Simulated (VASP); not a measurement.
# Pb (Im-3m) in VASP: a series of runs

Pb is run at these levels: PBE; tasks: single point, relaxation of cell and atoms.

Everything below comes from runs of VASP 6.6.1. Logs are shortened: lines on timing, memory, paths and dates and some standing lists are left out, and cuts for length are marked.

## 1. The cell of the first run

It takes space group Im-3m (No. 229, cubic). The conventional cell has a = 3.988 Å, b = 3.988 Å, c = 3.988 Å, α = 90.00°, β = 90.00°, γ = 90.00°. Within 4.5 Å of Pb (site symmetry m-3m) lie 14 Pb at 3.45 to 3.99 Å.

## 2. Single point, PBE

Input file INCAR:

```
SYSTEM = Pb
ALGO = Normal ; EDIFF = 1E-7
ENCUT = 520 ; GGA = PE
ISIF = 2 ; ISMEAR = -1
LASPH = .TRUE. ; LCHARG = .FALSE.
LREAL = .FALSE. ; LWAVE = .FALSE.
NBANDS = 13 ; NELM = 80
PREC = Accurate ; SIGMA = 0.05
```

Input file KPOINTS:

```
k-points
0
G
  14 14 14
  0 0 0
```

Input file POSCAR:

```
Pb
1.0
   -1.9939787856      1.9939787856      1.9939787856
    1.9939787856     -1.9939787856      1.9939787856
    1.9939787856      1.9939787856     -1.9939787856
Pb
1
Direct
    0.0000000000      0.0000000000      0.0000000000
```

Potentials or basis: VASP PAW PBE potentials, release 64 (Pb_d).

Command:

```bash
> cat potpaw_PBE.64/Pb_d/POTCAR > POTCAR
> mpirun -np 1 vasp_std > vasp.out
```

OUTCAR:

```text
SYSTEM = Pb
   EDIFF = 1E-7
   ENCUT = 520
   GGA = PE
   ISIF = 2
   ISMEAR = -1
   LASPH = .TRUE.
   LREAL = .FALSE.
   NELM = 80
   PREC = Accurate

 ion  position               nearest neighbor table
   1  0.000  0.000  0.000-

  LATTYP: Found a body centered cubic cell.
 ALAT       =     3.9879575712

  Lattice vectors:

 A1 = (  -1.9939787856,   1.9939787856,   1.9939787856)
 A2 = (   1.9939787856,  -1.9939787856,   1.9939787856)
 A3 = (   1.9939787856,   1.9939787856,  -1.9939787856)

Analysis of symmetry for initial positions (statically):
=====================================================================
 Subroutine PRICEL returns:
 Original cell was already a primitive cell.

 Routine SETGRP: Setting up the symmetry group for a
 body centered cubic supercell.

 Subroutine GETGRP returns: Found 48 space group operations
 (whereof 48 operations were pure point group operations)
 out of a pool of 48 trial point group operations.

The static configuration has the point symmetry O_h .

Analysis of symmetry for dynamics (positions and initial velocities):
=====================================================================
 Subroutine PRICEL returns:
 Original cell was already a primitive cell.

 Routine SETGRP: Setting up the symmetry group for a
 body centered cubic supercell.

 Subroutine GETGRP returns: Found 48 space group operations
 (whereof 48 operations were pure point group operations)
 out of a pool of 48 trial point group operations.

The dynamic configuration has the point symmetry O_h .

 Subroutine INISYM returns: Found 48 space group operations
 (whereof 48 operations are pure point group operations),
 and found     1 'primitive' translations

----------------------------------------------------------------------------------------

                                     Primitive cell

  volume of cell :      31.7119

  direct lattice vectors                    reciprocal lattice vectors
    -1.993978786  1.993978786  1.993978786     0.000000000  0.250754925  0.250754925
     1.993978786 -1.993978786  1.993978786     0.250754925  0.000000000  0.250754925
     1.993978786  1.993978786 -1.993978786     0.250754925  0.250754925  0.000000000

  length of vectors
     3.453672566  3.453672566  3.453672566     0.354621015  0.354621015  0.354621015

  position of ions in fractional coordinates (direct lattice)
     0.000000000  0.000000000  0.000000000

  ion indices of the primitive-cell ions
   primitive index   ion index
                 1           1

----------------------------------------------------------------------------------------

 KPOINTS: k-points

Automatic generation of k-mesh.
 Grid dimensions read from file:
 generate k-points for:   14   14   14

 Generating k-lattice:

  Cartesian coordinates                     Fractional coordinates (reciprocal lattice)
     0.000000000  0.017911066  0.017911066     0.071428571  0.000000000  0.000000000
     0.017911066  0.000000000  0.017911066     0.000000000  0.071428571  0.000000000
     0.017911066  0.017911066  0.000000000     0.000000000  0.000000000  0.071428571

  Length of vectors
     0.025330073  0.025330073  0.025330073

  Shift w.r.t. Gamma in fractional coordinates (k-lattice)
     0.000000000  0.000000000  0.000000000

 Subroutine IBZKPT returns following result:
 ===========================================

 Found    104 irreducible k-points:

 Following reciprocal coordinates:
            Coordinates               Weight
  0.000000  0.000000  0.000000      1.000000
  0.071429  0.000000  0.000000     12.000000
  0.142857  0.000000  0.000000     12.000000
  0.214286  0.000000  0.000000     12.000000
  0.285714  0.000000  0.000000     12.000000
  0.357143  0.000000  0.000000     12.000000
[... 16 lines left out ...]
  0.285714  0.285714  0.000000     24.000000
  0.357143  0.285714  0.000000     24.000000
 [... further k-points ...]
   k-points           NKPTS =    104   k-points in BZ     NKDIM =    104   number of bands    NBANDS=     13
   number of dos      NEDOS =    301   number of ions     NIONS =      1
   total plane-waves  NPLWV =  21952
   dimension x,y,z NGX =    28 NGY =   28 NGZ =   28
   dimension x,y,z NGXF=    56 NGYF=   56 NGZF=   56
   ions per type =               1
   NGX,Y,Z   is equivalent  to a cutoff of  13.48, 13.48, 13.48 a.u.
   NGXF,Y,Z  is equivalent  to a cutoff of  26.96, 26.96, 26.96 a.u.
 SYSTEM =  Pb
   PREC   = accura    normal or accurate (medium, high low for compatibility)
   ISTART =      0    job   : 0-new  1-cont  2-samecut
   ICHARG =      2    charge: 1-file 2-atom 10-const
   ISPIN  =      1    spin polarized calculation?
   LNONCOLLINEAR =      F non collinear calculations
   LSORBIT =      F    spin-orbit coupling
   LASPH  =      T    aspherical Exc in radial PAW
   ENCUT  =  520.0 eV  38.22 Ry    6.18 a.u.   6.42  6.42  6.42*2*pi/ulx,y,z
   NELM   =     80;   NELMIN=  2; NELMDL= -5     # of ELM steps
   EDIFF  = 0.1E-06   stopping-criterion for ELM
   LREAL  =      F    real-space projection
   EDIFFG = 0.1E-05   stopping-criterion for IOM
   NSW    =      0    number of steps for IOM
   IBRION =     -1    ionic relax: 0-MD 1-quasi-New 2-CG
   NFREE  =      0    steps in history (QN), initial steepest desc. (CG)
   ISIF   =      2    stress and relaxation
   ISYM   =      2    0-nonsym 1-usesym 2-fastsym
   POTIM  = 0.5000    time-step for ionic-motion
   TEBEG  =    0.0;   TEEND  =   0.0 temperature during run
   PSTRESS=    0.0 pullay stress
   NELECT =      14.0000    total number of electrons
   NUPDOWN=      -1.0000    fix difference up-down
   EMIN   =  10.00;   EMAX   =-10.00  energy-range for DOS
   EFERMI =   0.00;   METHOD = LEGACY
   ISMEAR =    -1;   SIGMA  =   0.05  broadening in eV -4-tet -1-fermi 0-gaus
   EFERMI_NEDOS =   21; number of points for ismear=-14 and -15
   IALGO  =     38    algorithm
   IMIX   =      4    mixing-type and parameters
     AMIX     =   0.40;   BMIX     =  1.00
     AMIX_MAG =   1.60;   BMIX_MAG =  1.00
  volume/ion in A,a.u.               =      31.71       214.00
  Fermi-wavevector in a.u.,A,eV,Ry     =   1.246552  2.355641 21.141974  1.553891
  Thomas-Fermi vector in A             =   2.380724
   LORBIT       =      0    0 simple, 1 ext, 2 COOP (PROOUT), +10 PAW based schemes
   GGA     = PE    functional components
   LHFCALC =     F    Hartree Fock is set to
   AEXX    =    0.0000 exact exchange contribution
   IVDW    =     0    specifies the selected vdW correction
   LEPSILON=     F    determine dielectric tensor
   LRPA    =     F    only Hartree local field effects (RPA)
 non-spin polarized calculation
  energy-cutoff  :      520.00
  volume of cell :       31.71
 maximum number of plane-waves:       887
 NGX is ok and might be reduce to    28
   NGX = 13   NGY = 13   NGZ = 13

 number of electron      13.9999998 magnetization

 Free energy of the ion-electron system (eV)
  ---------------------------------------------------
  ext. energy  EPLUGINS =         0.00000000
  ---------------------------------------------------
  free energy    TOTEN  =        -3.52017485 eV

  energy without entropy =       -3.51276098  energy(sigma->0) =       -3.51646791

 E-fermi :   6.7404     XC(G=0):  -9.9754

 val. band max:        6.7218581939   @ k =   0.2143   0.0714   0.0714
 cond. band min:       6.7407473649   @ k =   0.2143   0.2143   0.2143
 fundamental gap:      0.0188891711
 Fermi energy:         6.7404065117

 k-point     1 :       0.0000    0.0000    0.0000
  band No.  band energies     occupation
      1     -10.3067      2.00000
      2     -10.3067      2.00000
      3     -10.3067      2.00000
      4     -10.0955      2.00000
      5     -10.0955      2.00000
      6      -4.6723      2.00000
      7      14.0424      0.00000
      8      14.0424      0.00000
      9      14.0424      0.00000
     10      17.8327      0.00000
     11      17.8327      0.00000
     12      17.8327      0.00000
     13      17.9853      0.00000

 k-point     2 :       0.0714    0.0000    0.0000
  band No.  band energies     occupation
      1     -10.3104      2.00000
      2     -10.3020      2.00000
      3     -10.2905      2.00000
      4     -10.0996      2.00000
      5     -10.0958      2.00000
      6      -4.5733      2.00000
      7      12.9755      0.00000
      8      13.7077      0.00000
      9      13.9174      0.00000
     10      17.0935      0.00000
     11      17.5264      0.00000
     12      17.7135      0.00000
     13      18.7059      0.00000

 k-point     3 :       0.1429    0.0000    0.0000
  band No.  band energies     occupation
      1     -10.3206      2.00000
      2     -10.2904      2.00000
      3     -10.2448      2.00000
      4     -10.1100      2.00000
      5     -10.0968      2.00000
      6      -4.2764      2.00000
      7      10.9575      0.00000
      8      12.9356      0.00000
      9      13.5607      0.00000
     10      16.1242      0.00000
     11      16.9791      0.00000
     12      17.6777      0.00000
     13      19.5527      0.00000
[... 305 lines left out ...]
 k-point    23 :       0.2857    0.2857    0.0000
  band No.  band energies     occupation
      1     -10.3366      2.00000
      2     -10.2121      2.00000
      3     -10.1436      2.00000
      4     -10.1049      2.00000
      5     -10.0427      2.00000
      6      -0.7825      2.00000
      7       4.3812      2.00000
      8       6.0125      2.00000
      9      10.8317      0.00000
     10      16.7617      0.00000
     11      17.7373      0.00000
     12      19.7633      0.00000
     13      22.3964      0.00000

 k-point    24 :       0.3571    0.2857    0.0000
  band No.  band energies     occupation
      1     -10.3357      2.00000
      2     -10.1956      2.00000
      3     -10.1555      2.00000
      4     -10.0906      2.00000
      5     -10.0552      2.00000
      6      -0.5317      2.00000
      7       4.3585      2.00000
      8       5.4841      2.00000
      9      10.7536      0.00000
     10      16.8862      0.00000
     11      18.3153      0.00000
     12      18.8524      0.00000
     13      22.4046      0.00000

 [... further k-points ...]
[... 5 lines left out ...]
  --------------------------------------------------------------------------------------
  -------------------------------------------------------------------------------------
  Total        0.0346423      0.0346423      0.0346423      0.0000000     -0.0000000      0.0000000
  in kB        1.7502325      1.7502325      1.7502325      0.0000000     -0.0000000      0.0000000
  external PRESSURE =       1.7502325 kB  Pullay stress =       0.0000000 kB

 VOLUME and BASIS-vectors are now :
 -----------------------------------------------------------------------------
  energy-cutoff  :      520.00
  volume of cell :       31.71
      direct lattice vectors                 reciprocal lattice vectors
    -1.993978786  1.993978786  1.993978786     0.000000000  0.250754925  0.250754925
     1.993978786 -1.993978786  1.993978786     0.250754925  0.000000000  0.250754925
     1.993978786  1.993978786 -1.993978786     0.250754925  0.250754925  0.000000000

 POSITION                                       TOTAL-FORCE (eV/Angst)
 -----------------------------------------------------------------------------------
      0.00000      0.00000      0.00000         0.000000      0.000000     -0.000000
 -----------------------------------------------------------------------------------
    total drift:                               -0.000000     -0.000000     -0.000000

  FREE ENERGIE OF THE ION-ELECTRON SYSTEM (eV)
  ---------------------------------------------------
  free  energy   TOTEN  =        -3.5201748465 eV

  energy  without entropy=       -3.5127609827  energy(sigma->0) =       -3.51646791
```

Run time: 22 s. Hardware: 1 thread of Intel Xeon Platinum 8488C (Sapphire Rapids), shared host; peak memory 0.18 GiB.

Results:

```
Free energy            : -3.5202 eV
Pressure               : 0.2 GPa
Band gap on the k mesh : zero (band 7 reaches 14.04 eV, above the bottom of band 8 at 4.88 eV)
```

Levels at points of the mesh, in eV from the Fermi level:
| k point | band 4 | band 5 | band 6 | band 7 | band 8 | band 9 | band 10 | band 11 |
| --- | --- | --- | --- | --- | --- | --- | --- | --- |
| (0.00, 0.00, 0.00) | -16.84 | -16.84 | -11.41 | 7.30 | 7.30 | 7.30 | 11.09 | 11.09 |
| (0.50, 0.00, 0.00) | -16.84 | -16.71 | -7.82 | -3.79 | 3.37 | 5.06 | 7.37 | 8.81 |
| (0.50, 0.50, 0.50) | -16.74 | -16.74 | -5.30 | -0.27 | -0.27 | -0.27 | 4.58 | 4.58 |

Caveat: spin-orbit coupling is left out, which moves the levels of the heavy elements.

## 3. Single point, PBE

Input file INCAR:

```
PREC = Accurate ; ENCUT = 520
EDIFF = 1E-7 ; ISMEAR = -1
SIGMA = 0.05 ; LREAL = F
LASPH = T ; NELM = 100
ALGO = Normal ; ISIF = 2
LWAVE = F ; LCHARG = T
GGA = PE ; LELF = T
LVHAR = T ; NBANDS = 13
```

Input file KPOINTS:

```
Automatic mesh
0
Gamma
  14 14 14
```

POSCAR is that of step 2.

Potentials or basis: VASP PAW PBE potentials, release 64 (Pb_d).

Command:

```bash
> cat potpaw_PBE.64/Pb_d/POTCAR > POTCAR
> mpirun -np 1 vasp_std > vasp.out
```

Wall time 24 s (1 thread of Intel Xeon Platinum 8488C (Sapphire Rapids), shared host); peak memory 0.18 GiB.

Results (log left out):

```yaml
Free_energy: -3.5202 eV
Pressure: 0.2 GPa
Band_gap_on_the_k_mesh: zero (band 7 reaches 14.04 eV, above the bottom of band 8 at 4.88 eV)
```

Levels at points of the mesh, in eV from the Fermi level:
```
           k point  band 3  band 4  band 5  band 6  band 7  band 8  band 9  band 10  band 11  band 12
(0.00, 0.00, 0.00)  -17.05  -16.84  -16.84  -11.41    7.30    7.30    7.30    11.09    11.09    11.09
(0.50, 0.00, 0.00)  -16.85  -16.84  -16.71   -7.82   -3.79    3.37    5.06     7.37     8.81    13.66
(0.50, 0.50, 0.50)  -16.74  -16.74  -16.74   -5.30   -0.27   -0.27   -0.27     4.58     4.58    16.34
```

Caveat: spin-orbit coupling is left out, which moves the levels of the heavy elements.

## 4. Relaxation of cell and atoms, PBE, target pressure 0.25 GPa, at which the enthalpy is minimised

Input file INCAR:

```
SYSTEM = Pb
  ALGO = Normal
  EDIFF = 1E-7
  EDIFFG = -0.005
  ENCUT = 600
  GGA = PE
  IBRION = 2
  ISIF = 3
  ISMEAR = -1
  LASPH = .True.
  LCHARG = .False.
  LREAL = .False.
  LWAVE = .False.
  NELM = 80
  NSW = 32
  PREC = Accurate
  PSTRESS = 2.5
  SIGMA = 0.05
```

Input file KPOINTS:

```
k-points
0
Gamma
  14 14 14
  0 0 0
```

POSCAR is that of step 3.

Command:

```bash
> cat potpaw_PBE.64/Pb_d/POTCAR > POTCAR
> mpirun -np 1 vasp_std > vasp.out
```

Run time: 39 s. Hardware: 1 thread of Intel Xeon Platinum 8488C (Sapphire Rapids), shared host; peak memory 0.18 GiB.

It converged, with:

| Quantity | Value |
| --- | --- |
| Free energy | -3.5202 eV |
| Pressure after relaxing | 0.2 GPa |
| Band gap on the k mesh | zero (band 7 reaches 14.04 eV, above the bottom of band 8 at 4.88 eV) |

Final structure:
```
CELL_PARAMETERS angstrom
-1.99398 1.99398 1.99398
1.99398 -1.99398 1.99398
1.99398 1.99398 -1.99398
ATOMIC_POSITIONS crystal
Pb 0.00000 0.00000 0.00000
```

Levels at points of the mesh, in eV from the Fermi level:
```tsv
k point	band 3	band 4	band 5	band 6	band 7	band 8	band 9	band 10	band 11
(0.00, 0.00, 0.00)	-17.05	-16.84	-16.84	-11.41	7.30	7.30	7.30	11.09	11.09
(0.50, 0.00, 0.00)	-16.85	-16.84	-16.71	-7.82	-3.79	3.37	5.06	7.37	8.81
(0.50, 0.50, 0.50)	-16.74	-16.74	-16.74	-5.30	-0.27	-0.27	-0.27	4.58	4.58
```

Caveat: the relaxation stopped at its first step, so nothing moved; the cell is relaxed towards a set pressure, so the enthalpy falls and the energy may rise; spin-orbit coupling is left out, which moves the levels of the heavy elements.

## 5. Relaxation of cell and atoms, PBE, target pressure 0.25 GPa, at which the enthalpy is minimised

This run uses another cell than the first one, of 31.82 Å³/atom, 1.004 times its volume.

Input file INCAR:

```
PREC = Accurate
ENCUT = 600
EDIFF = 1E-6
ISMEAR = -1
SIGMA = 0.05
LREAL = F
LASPH = T
NELM = 100
ALGO = Normal
ISIF = 3
LWAVE = F
LCHARG = F
GGA = PE
IBRION = 2
NSW = 60
EDIFFG = -0.005
PSTRESS = 2.5
```

Input file KPOINTS:

```
Automatic mesh
0
Gamma
  14 14 14
```

Input file POSCAR:

```
Pb
1.0
   -1.9963284764      1.9963284764      1.9963284764
    1.9963284764     -1.9963284764      1.9963284764
    1.9963284764      1.9963284764     -1.9963284764
Pb
1
Direct
    0.0000000000      0.0000000000      0.0000000000
```

Command:

```bash
> cat potpaw_PBE.64/Pb_d/POTCAR > POTCAR
> mpirun -np 1 vasp_std > vasp.out
```

It took 41 s on 1 thread of Intel Xeon Platinum 8488C (Sapphire Rapids), shared host; peak memory 0.19 GiB.

Results (log left out):

| Property | Result |
| --- | --- |
| Free energy | -3.5202 eV |
| Relaxed volume | 31.69 Å³/atom |
| Relaxed cell | a = 3.453 Å, b = 3.453 Å, c = 3.453 Å, α = 109.47°, β = 109.47°, γ = 109.47° |
| Space group after relaxing (to 0.05 Å) | Im-3m (No. 229) |
| Energy change on relaxing (the enthalpy is what falls) | +0.1 meV/atom |
| Ionic steps | 2 |
| Pressure after relaxing | 0.3 GPa |
| Band gap on the k mesh | zero (band 7 reaches 14.05 eV, above the bottom of band 8 at 4.88 eV) |

The path:
| step | energy change (eV) | largest force (eV/Å) | pressure (GPa) | volume (Å³) |
| --- | --- | --- | --- | --- |
| 1 | 0.0000 | 0.0000 | 0.11 | 31.82 |
| 2 | 0.0001 | 0.0000 | 0.26 | 31.69 |

Final structure:
```
Pb
1.0
    -1.99359    1.99359    1.99359
     1.99359   -1.99359    1.99359
     1.99359    1.99359   -1.99359
Pb
1
Direct
  0.00000 0.00000 0.00000
```

Levels at points of the mesh, in eV from the Fermi level:
```
           k point  band 5  band 6  band 7  band 8  band 9  band 10
(0.00, 0.00, 0.00)  -16.84  -11.42    7.31    7.31    7.31    11.09
(0.50, 0.00, 0.00)  -16.71   -7.82   -3.79    3.38    5.07     7.37
(0.50, 0.50, 0.50)  -16.74   -5.30   -0.28   -0.28   -0.28     4.58
```

Caveat: the cell is relaxed towards a set pressure, so the enthalpy falls and the energy may rise; spin-orbit coupling is left out, which moves the levels of the heavy elements.

## 6. Overview

```csv
task,cell,cutoff (eV),gap on the mesh (eV),pressure (GPa)
single point,"a = 3.454 Å, angles 109.5°, 1 atom",520,none,0.2
relaxation of cell and atoms,"relaxed to 0.25 GPa from a = 3.454 Å, angles 109.5°, 1 atom",600,none,0.2
relaxation of cell and atoms,"relaxed to 0.25 GPa from a = 3.458 Å, angles 109.5°, 1 atom",600,none,0.3
```

Alike in all rows: level PBE; potentials or basis VASP PAW PBE potentials, release 64 (Pb_d); no spin polarisation; k mesh 14 × 14 × 14; smearing fermi-dirac 0.05 eV.

Caveats: spin-orbit coupling is left out, which moves the levels of the heavy elements; the cell is relaxed towards a set pressure, so the enthalpy falls and the energy may rise (some runs); the relaxation stopped at its first step, so nothing moved (some runs).

Total energies depend on the potentials used, so only differences within one code and one set of settings carry meaning.
